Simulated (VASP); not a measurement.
Set up this calculation in VASP 6.6.1, as the native input.

```yaml
Task: single point
Functional: PBE
Dispersion: D3(BJ)
Potentials_or_basis: VASP PAW PBE potentials, release 64 (Pd)
Cutoff: 520 eV
k_mesh: 8 × 7 × 1
Occupations: gaussian, width 0.1 eV
Spin: no spin polarisation
Dipole_correction: yes
Further_INCAR_settings: ALGO = Normal; EDIFF = 1e-06; NBANDS = 55; ISYM = 0
```

The structure of Pd lies in POSCAR:

```
Pd
1.0
    3.8894725142      0.0000000000      0.0000000000
   -1.9447362571      4.3485624692      0.0000000000
    0.0000000000      0.0000000000     23.9576999507
Pd
9
Direct
    0.7000000000      0.4000000000      0.3547919883
    0.4000000000      0.8000000000      0.3910939912
    0.1000000000      0.2000000000      0.4273959941
    0.8000000000      0.6000000000      0.4636979971
    0.5011071258      0.0021037499      0.5008627075
    0.2029349971      0.4050690823      0.5362100484
    0.9060920721      0.8119044881      0.5751938536
    0.6016713605      0.2029938998      0.6113479343
    0.2983240020      0.5962725712      0.6423996818
```

One way to write it, as run:

INCAR

```
SYSTEM = Pd
PREC     = Accurate       ! precision mode
ENCUT    = 520            ! plane-wave cutoff, eV
EDIFF    = 1E-6           ! SCF threshold, eV
ISMEAR   = 0              ! smearing method
SIGMA    = 0.1            ! smearing width, eV
LREAL    = .FALSE.        ! projectors in reciprocal space
LASPH    = .TRUE.         ! aspherical terms in the spheres
NELM     = 80             ! most SCF steps
ALGO     = Normal         ! electronic algorithm
ISIF     = 2              ! what is computed and relaxed
LWAVE    = .FALSE.        ! write WAVECAR
LCHARG   = .FALSE.        ! write CHGCAR
LDIPOL   = .TRUE.       
IDIPOL   = 3            
DIPOL    = 0.5 0.5 0.500
GGA      = PE             ! functional
IVDW     = 12             ! dispersion correction
ISYM     = 0            
NBANDS   = 55             ! bands
```

KPOINTS

```
regular mesh
0
G
  8 7 1
  0 0 0
```

Potentials or basis: VASP PAW PBE potentials, release 64 (Pd).

The run is started by

```bash
$ cat potpaw_PBE.64/Pd/POTCAR > POTCAR
$ mpirun -np 1 vasp_std > vasp.out
```

Results of the run:

* Largest force: 0.513 eV/Å
* Band gap on the k mesh: zero (bands 45 and 46 overlap by 0.19 eV)
* Dispersion energy per atom: -0.468 eV

Wall time 30 min on 1 thread of Intel(R) Xeon(R) Platinum 8259CL CPU @ 2.50GHz (Skylake/Cascade Lake), with other jobs on the host, peak memory 0.72 GiB.
